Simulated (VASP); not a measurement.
Co: single point with PBEsol

The system is Co.

```
CELL_PARAMETERS angstrom
2.53600 0.00000 0.00000
-1.26800 2.19624 0.00000
0.00000 0.00000 4.13600
ATOMIC_POSITIONS crystal
Co 0.33333 0.66667 0.25000
Co 0.66667 0.33333 0.75000
```

| Item | Value |
| --- | --- |
| Program | VASP 6.6.1 |
| Task | single point |
| Functional | PBEsol |
| Potentials or basis | VASP PAW PBE potentials, release 64 (Co) |
| Cutoff | 520 eV |
| k mesh | 14 × 14 × 8 |
| Occupations | fermi-dirac, width 0.1 eV |
| Spin | collinear spin, antiferromagnetic start |
| Starting moments | [3.0, -3.0] μB |

The pressure is -24.2 GPa and the band gap on the k mesh is zero (filled and empty bands overlap). The net moment is 0.00 μB per cell and the site moments are Co +1.10, -1.10 μB. The valence electrons inside the program's atomic spheres are Co 8.16.

Stress tensor (GPa, compression positive):
```
-24.69   0.00   0.00
  0.00 -24.69   0.00
  0.00   0.00 -23.17
```

Levels at points of the mesh, in eV from the Fermi level:
Spin up:
```
           k point  band 5  band 6  band 7  band 8  band 9  band 10  band 11  band 12  band 13  band 14
(0.00, 0.00, 0.00)   -1.75   -1.31   -1.31   -0.94   -0.94    -0.19     0.27     0.27     6.20    21.45
(0.50, 0.00, 0.00)   -1.99   -1.63   -1.28   -0.34    0.35     0.88     1.67     3.55     9.32     9.91
(0.00, 0.00, 0.50)   -2.15   -1.76   -1.57   -1.57   -0.50    -0.50     0.20     0.20    14.24    14.38
(0.50, 0.00, 0.50)   -1.51   -0.61   -0.47   -0.22   -0.10     0.89     1.68     1.73     7.08     7.28
```
Spin down:
```
           k point  band 6  band 7  band 8  band 9  band 10  band 11  band 12  band 13
(0.00, 0.00, 0.00)   -1.31   -1.31   -0.94   -0.94    -0.19     0.27     0.27     6.20
(0.50, 0.00, 0.00)   -1.63   -1.28   -0.34    0.35     0.88     1.67     3.55     9.32
(0.00, 0.00, 0.50)   -1.76   -1.57   -1.57   -0.50    -0.50     0.20     0.20    14.24
(0.50, 0.00, 0.50)   -0.61   -0.47   -0.22   -0.10     0.89     1.68     1.73     7.08
```

Run time: 42 s on 1 thread of Intel(R) Xeon(R) 6975P-C (Granite Rapids), on a shared host, peak memory 0.2 GiB.

Caveat: the PAW data sets were made with another functional, which shifts forces and pressure a little.
